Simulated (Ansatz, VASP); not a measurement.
**SiC: VASP beside Ansatz**

The input INCAR:

```
PREC = Accurate
ENCUT = 520
EDIFF = 1E-7
ISMEAR = -1
SIGMA = 0.05
LREAL = False
LASPH = True
NELM = 60
ALGO = Normal
ISIF = 2
LWAVE = False
LCHARG = True
GGA = RE
LELF = True
LVHAR = True
NBANDS = 16
```

File KPOINTS:

```
regular mesh
0
Gamma
  10 10 5
```

Contents of POSCAR:

```
SiC
1.0
    3.0760000000      0.0000000000      0.0000000000
   -1.5380000000      2.6638941420      0.0000000000
    0.0000000000      0.0000000000      5.0480000000
Si C
2 2
Direct
    0.6666666667      0.3333333333      0.5000000000
    0.3333333333      0.6666666667      0.0000000000
    0.6666666667      0.3333333333      0.8850000000
    0.3333333333      0.6666666667      0.3850000000
```

The input input.yaml:

```yaml
crystal:
  lattice:
    - [3.076, 0.0, 0.0]
    - [-1.538, 2.663894142, 0.0]
    - [0.0, 0.0, 5.048]
  atoms:
    - { symbol: Si, position: [0.6666666667, 0.3333333333, 0.5] }
    - { symbol: Si, position: [0.3333333333, 0.6666666667, 0.0] }
    - { symbol: C, position: [0.6666666667, 0.3333333333, 0.885] }
    - { symbol: C, position: [0.3333333333, 0.6666666667, 0.385] }
hamiltonian:
  xc: revpbe
  pseudopotentials: { kind: paw }
kpoints:
  mp_grid: { grid: [10, 10, 5] }
  band_path:
    path:
      - [[0.0, 0.0, 0.0], [0.5, 0.0, 0.0], [0.3333333333, 0.3333333333, 0.0], [0.0, 0.0, 0.0], [0.0, 0.0, 0.5], [0.5, 0.0, 0.5], [0.3333333333, 0.3333333333, 0.5], [0.0, 0.0, 0.5]]
      - [[0.5, 0.0, 0.5], [0.5, 0.0, 0.0]]
      - [[0.3333333333, 0.3333333333, 0.0], [0.3333333333, 0.3333333333, 0.5]]
    npoints: 14
scf:
  occupations: { method: fermi_dirac, width: 0.05 }
  n_extra_bands: 10
output:
  forces: true
  stress: true
  eigenvalues: true
  fatbands: false
```

Alike in both runs: functional revPBE; k mesh 10 × 10 × 5; occupations fermi-dirac, width 0.05 eV; no spin polarisation.

|  | VASP | Ansatz |
| --- | --- | --- |
| version | VASP 6.6.1 | Ansatz 0.2.0 |
| potentials or method | VASP PAW PBE potentials, release 64 (Si, C) | Ansatz PAW |
| plane-wave cutoff (eV) | 520 | 420 |
| valence electrons in the cell | 16 | 16 |
| task | single point | band structure |

```csv
,VASP,Ansatz,Ansatz less VASP
gap on the k mesh at the Fermi level (eV),2.50,2.51,+0.005
least direct gap on the mesh (eV),4.10,4.11,+0.012
pressure (GPa),5.7,6.1,+0.41
"traceless stress, the component that is largest in VASP (GPa)",-3.41,-3.44,-0.028
rms of the force components (eV/Å),0.437,0.438,+0.0012
```

VASP's potentials were made for PBE, not for revPBE. Atom by atom the forces differ by 0.001 eV/Å (rms over components). The functional is the same, so the differences come from potentials, cutoffs and numerics.

Noted on Ansatz's run: the k mesh misses the band edges, so the gap on the mesh is wider than the one along the path.
